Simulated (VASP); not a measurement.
# ZnO in VASP: further runs, part 2 of 2

VASP 6.6.1. Earlier steps stand in the parts before.

## 3. Single point, r2SCAN (strain +5.3%)

File POSCAR:

```
ZnO
1.0
    0.0000000000      2.2468602273      2.2468602273
    2.2468602273      0.0000000000      2.2468602273
    2.2468602273      2.2468602273      0.0000000000
Zn O
1 1
Direct
    0.0000000000      0.0000000000      0.0000000000
    0.5000000000      0.5000000000      0.5000000000
```

File INCAR.step1:

```
SYSTEM = ZnO
PREC = Accurate
ENCUT = 520
ISMEAR = 0
SIGMA = 0.01
LREAL = .False.
LASPH = .True.
NELM = 100
NBANDS = 16
GGA = PE
ALGO = Normal
EDIFF = 1E-4
LWAVE = .True.
LCHARG = .False.
```

File INCAR.step2:

```
SYSTEM = ZnO
PREC = Accurate
ENCUT = 520
EDIFF = 1E-6
ISMEAR = 0
SIGMA = 0.01
LREAL = .False.
LASPH = .True.
NELM = 100
ALGO = Normal
ISIF = 2
LWAVE = .False.
LCHARG = .True.
METAGGA = R2SCAN
LMIXTAU = .True.
LELF = .True.
LVHAR = .True.
NBANDS = 16
ISTART = 1
```

File KPOINTS:

```
Automatic mesh
0
Gamma
  10 10 10
  0 0 0
```

Potentials or basis: VASP PAW PBE potentials, release 64 (Zn, O).

The run is started by

```console
$ cat potpaw_PBE.64/Zn/POTCAR potpaw_PBE.64/O/POTCAR > POTCAR
$ cp INCAR.step1 INCAR
$ mpirun -np 1 vasp_std > vasp.out
$ cp INCAR.step2 INCAR
$ mpirun -np 1 vasp_std > vasp.out
```

It took 2.1 min on 1 thread of AMD EPYC 7R13, shared host; peak memory 0.12 GiB.

The run converged. Its results:

```yaml
Free_energy: -17.7213 eV
Pressure: -20.7 GPa
Band_gap_on_the_k_mesh: 0.85 eV, indirect (least direct gap 1.75 eV)
```

Levels at points of the mesh, in eV from the valence-band top:
```
           k point  band 7  band 8  band 9  band 10  band 11  band 12
(0.00, 0.00, 0.00)   -0.90   -0.90   -0.90     0.85    17.87    17.87
(0.50, 0.00, 0.00)   -3.56    0.00    0.00     5.89     8.64    12.90
(0.50, 0.50, 0.00)   -4.25   -2.11   -2.11     4.29    10.68    11.60
```

Caveat: the cell differs from its parent crystal (strain +5.3%); the PAW data sets were made with another functional, which shifts forces and pressure a little.

## 4. Single point, PBE (epitaxial xy strain -1.4%)

File INCAR:

```
  PREC = Accurate
  ENCUT = 520
  EDIFF = 1E-7
  ISMEAR = -1
  SIGMA = 0.02
  LREAL = False
  LASPH = True
  NELM = 100
  ALGO = Normal
  ISIF = 2
  LWAVE = False
  LCHARG = True
  GGA = PE
  LELF = True
  LVHAR = True
  NBANDS = 16
```

File KPOINTS:

```
Automatic mesh
0
Gamma
  10 10 10
```

File POSCAR:

```
ZnO
1.0
    0.0000000000      2.1045377419      2.1712590042
    2.1045377419      0.0000000000      2.1712590042
    2.1045377419      2.1045377419      0.0000000000
Zn O
1 1
Direct
    0.0000000000      0.0000000000      0.0000000000
    0.5000000000      0.5000000000      0.5000000000
```

Potentials or basis: VASP PAW PBE potentials, release 64 (Zn, O).

The run is started by

```console
$ cat potpaw_PBE.64/Zn/POTCAR potpaw_PBE.64/O/POTCAR > POTCAR
$ mpirun -np 1 vasp_std > vasp.out
```

OUTCAR:

```text
PREC = Accurate
   ENCUT = 520
   EDIFF = 1E-7
   ISMEAR = -1
   LREAL = False
   LASPH = True
   NELM = 100
   ISIF = 2
   GGA = PE

 ion  position               nearest neighbor table
   1  0.000  0.000  0.000-   2 2.10   2 2.10   2 2.10   2 2.10   2 2.17   2 2.17
   2  0.500  0.500  0.500-   1 2.10   1 2.10   1 2.10   1 2.10   1 2.17   1 2.17

  LATTYP: Found a body centered tetragonal cell.
 ALAT       =     2.9762658171
 C/A-ratio  =     1.4590491156

  Lattice vectors:

 A1 = (  -2.1045377419,   0.0000000000,   2.1712590042)
 A2 = (   2.1045377419,   0.0000000000,   2.1712590042)
 A3 = (   0.0000000000,   2.1045377419,  -2.1712590042)

Analysis of symmetry for initial positions (statically):
=====================================================================
 Subroutine PRICEL returns:
 Original cell was already a primitive cell.

 Routine SETGRP: Setting up the symmetry group for a
 body centered tetragonal supercell.

 Subroutine GETGRP returns: Found 16 space group operations
 (whereof 16 operations were pure point group operations)
 out of a pool of 16 trial point group operations.

The static configuration has the point symmetry D_4h.

Analysis of symmetry for dynamics (positions and initial velocities):
=====================================================================
 Subroutine PRICEL returns:
 Original cell was already a primitive cell.

 Routine SETGRP: Setting up the symmetry group for a
 body centered tetragonal supercell.

 Subroutine GETGRP returns: Found 16 space group operations
 (whereof 16 operations were pure point group operations)
 out of a pool of 16 trial point group operations.

The dynamic configuration has the point symmetry D_4h.

 Subroutine INISYM returns: Found 16 space group operations
 (whereof 16 operations are pure point group operations),
 and found     1 'primitive' translations

[... 105 lines left out ...]
   NELECT =      18.0000    total number of electrons
   NUPDOWN=      -1.0000    fix difference up-down
   EMIN   =  10.00;   EMAX   =-10.00  energy-range for DOS
   EFERMI =   0.00;   METHOD = LEGACY
   ISMEAR =    -1;   SIGMA  =   0.02  broadening in eV -4-tet -1-fermi 0-gaus
   EFERMI_NEDOS =   21; number of points for ismear=-14 and -15
   IALGO  =     38    algorithm
   IMIX   =      4    mixing-type and parameters
     AMIX     =   0.40;   BMIX     =  1.00
     AMIX_MAG =   1.60;   BMIX_MAG =  1.00
  volume/ion in A,a.u.               =       9.62        64.90
  Fermi-wavevector in a.u.,A,eV,Ry     =   1.601329  3.026074 34.888814  2.564255
  Thomas-Fermi vector in A             =   2.698325
   LORBIT       =      0    0 simple, 1 ext, 2 COOP (PROOUT), +10 PAW based schemes
   GGA     = PE    functional components
   LHFCALC =     F    Hartree Fock is set to
   AEXX    =    0.0000 exact exchange contribution
   IVDW    =     0    specifies the selected vdW correction
   LEPSILON=     F    determine dielectric tensor
   LRPA    =     F    only Hartree local field effects (RPA)
 non-spin polarized calculation
  energy-cutoff  :      520.00
  volume of cell :       19.23
 maximum number of plane-waves:       536
   NGX = 11   NGY = 11   NGZ = 11

 number of electron      17.9999994 magnetization

 Free energy of the ion-electron system (eV)
  ---------------------------------------------------
  ext. energy  EPLUGINS =         0.00000000
  ---------------------------------------------------
  free energy    TOTEN  =        -8.58639612 eV

  energy without entropy =       -8.58639612  energy(sigma->0) =       -8.58639612

 E-fermi :   3.5171     XC(G=0): -12.4002

 val. band max:        3.0327560780   @ k =   0.5000   0.0000   0.0000
 cond. band min:       3.9088408098   @ k =   0.0000   0.0000   0.0000
 fundamental gap:      0.8760847318
 Fermi energy:         3.5170599022

 k-point     1 :       0.0000    0.0000    0.0000
  band No.  band energies     occupation
      1     -15.8467      2.00000
      2      -1.9918      2.00000
      3      -1.9430      2.00000
      4      -1.9430      2.00000
      5      -1.7716      2.00000
      6      -1.7032      2.00000
[... 433 lines left out ...]
      3      -2.3960      2.00000
      4      -1.9134      2.00000
      5      -1.6778      2.00000
      6      -1.4913      2.00000
[... 8 lines left out ...]
     15      31.0484      0.00000
     16      31.0594      0.00000

 [... further k-points ...]
[... 5 lines left out ...]
  --------------------------------------------------------------------------------------
  -------------------------------------------------------------------------------------
  Total        1.5641767      1.5641767      1.0459402      0.0000000     -0.0000000      0.0000000
  in kB      130.2990704    130.2990704     87.1289251      0.0000000     -0.0000000      0.0000000
  external PRESSURE =     115.9090220 kB  Pullay stress =       0.0000000 kB

 VOLUME and BASIS-vectors are now :
 -----------------------------------------------------------------------------
  energy-cutoff  :      520.00
  volume of cell :       19.23
      direct lattice vectors                 reciprocal lattice vectors
     0.000000000  2.104537742  2.171259004    -0.237581864  0.237581864  0.230281141
     2.104537742  0.000000000  2.171259004     0.237581864 -0.237581864  0.230281141
     2.104537742  2.104537742  0.000000000     0.237581864  0.237581864 -0.230281141

 POSITION                                       TOTAL-FORCE (eV/Angst)
 -----------------------------------------------------------------------------------
      0.00000      0.00000      0.00000         0.000000     -0.000000      0.000000
      2.10454      2.10454      2.17126        -0.000000      0.000000     -0.000000
 -----------------------------------------------------------------------------------
    total drift:                                0.000000     -0.000000     -0.000000

  FREE ENERGIE OF THE ION-ELECTRON SYSTEM (eV)
  ---------------------------------------------------
  free  energy   TOTEN  =        -8.5863961219 eV

  energy  without entropy=       -8.5863961219  energy(sigma->0) =       -8.58639612
```

stdout:

```text
POSCAR found type information on POSCAR ZnO
 POSCAR found :  2 types and       2 ions
 scaLAPACK will be used
 LDA part: xc-table for (Slater+PW92), standard interpolation
 POSCAR, INCAR and KPOINTS ok, starting setup
 FFT: planning ... GRIDC
 FFT: planning ... GRID_SOFT
 FFT: planning ... GRID
 WAVECAR not read
 entering main loop
```

It took 60 s on 1 thread of AMD EPYC 7R13, shared host; peak memory 0.13 GiB.

What came out:

```
Free energy            : -8.5864 eV
Pressure               : 11.6 GPa
Band gap on the k mesh : 0.88 eV, indirect (least direct gap 2.32 eV)
```

Stress tensor (GPa, compression positive):
```
13.03  0.00  0.00
 0.00 13.03  0.00
 0.00  0.00  8.71
```

Caveat: the cell differs from its parent crystal (epitaxial xy strain -1.4%).

## 5. Single point, r2SCAN (epitaxial xy strain -1.4%)

POSCAR is that of step 4.

File INCAR.step1:

```
SYSTEM = ZnO
ALGO = Normal ; EDIFF = 1E-4
ENCUT = 520 ; GGA = PE
ISMEAR = 0 ; LASPH = .True.
LCHARG = .False. ; LREAL = .False.
LWAVE = .True. ; NBANDS = 16
NELM = 80 ; PREC = Accurate
SIGMA = 0.01
```

File INCAR.step2:

```
SYSTEM = ZnO
ALGO = Normal ; EDIFF = 1E-6
ENCUT = 520 ; ISIF = 2
ISMEAR = 0 ; ISTART = 1
LASPH = .True. ; LCHARG = .False.
LMIXTAU = .True. ; LREAL = .False.
LWAVE = .False. ; METAGGA = R2SCAN
NBANDS = 16 ; NELM = 80
PREC = Accurate ; SIGMA = 0.01
```

File KPOINTS:

```
k-points
0
Gamma
  10 10 10
  0 0 0
```

The run is started by

```console
$ cat potpaw_PBE.64/Zn/POTCAR potpaw_PBE.64/O/POTCAR > POTCAR
$ cp INCAR.step1 INCAR
$ mpirun -np 1 vasp_std > vasp.out
$ cp INCAR.step2 INCAR
$ mpirun -np 1 vasp_std > vasp.out
```

It took 4.5 min on 1 thread of AMD EPYC 7R13, shared host; peak memory 0.14 GiB.

Results (log left out):

* Free energy: -17.9415 eV
* Pressure: 3.8 GPa
* Band gap on the k mesh: 1.50 eV, indirect (least direct gap 2.99 eV)

Stress tensor (GPa, compression positive):
```
4.99 0.00 0.00
0.00 4.99 0.00
0.00 0.00 1.33
```

Levels at points of the mesh, in eV from the valence-band top:
```
           k point  band 7  band 8  band 9  band 10  band 11  band 12
(0.00, 0.00, 0.00)   -1.64   -1.64   -1.49     1.50    18.70    18.85
(0.50, 0.00, 0.00)   -3.75   -0.20    0.00     6.10    10.06    13.42
(0.50, 0.50, 0.00)   -4.23   -2.99   -2.99     5.01    11.36    12.15
(0.50, 0.00, 0.50)   -4.16   -3.25   -2.95     4.97    11.75    11.82
```

Caveat: the cell differs from its parent crystal (epitaxial xy strain -1.4%); the PAW data sets were made with another functional, which shifts forces and pressure a little.

## 6. Summary

| level | cell | smearing | gap on the mesh (eV) | pressure (GPa) |
| --- | --- | --- | --- | --- |
| PBE | a = 3.178 Å, angles 60.0°, 2 atoms | fermi-dirac 0.02 eV | 0.27 | -13.8 |
| r2SCAN | a = 3.178 Å, angles 60.0°, 2 atoms | gaussian 0.01 eV | 0.85 | -20.7 |
| PBE | a = 3.024, b = 3.024, c = 2.976 Å, angles 60.5, 60.5, 59.0°, 2 atoms | fermi-dirac 0.02 eV | 0.88 | 11.6 |
| r2SCAN | a = 3.024, b = 3.024, c = 2.976 Å, angles 60.5, 60.5, 59.0°, 2 atoms | gaussian 0.01 eV | 1.50 | 3.8 |

Alike in all rows: task single point; potentials or basis VASP PAW PBE potentials, release 64 (Zn, O); no spin polarisation; k mesh 10 × 10 × 10; cutoff (eV) 520.

Caveats: the PAW data sets were made with another functional, which shifts forces and pressure a little (some runs).

Absolute energies hang on the potentials; compare differences alone.
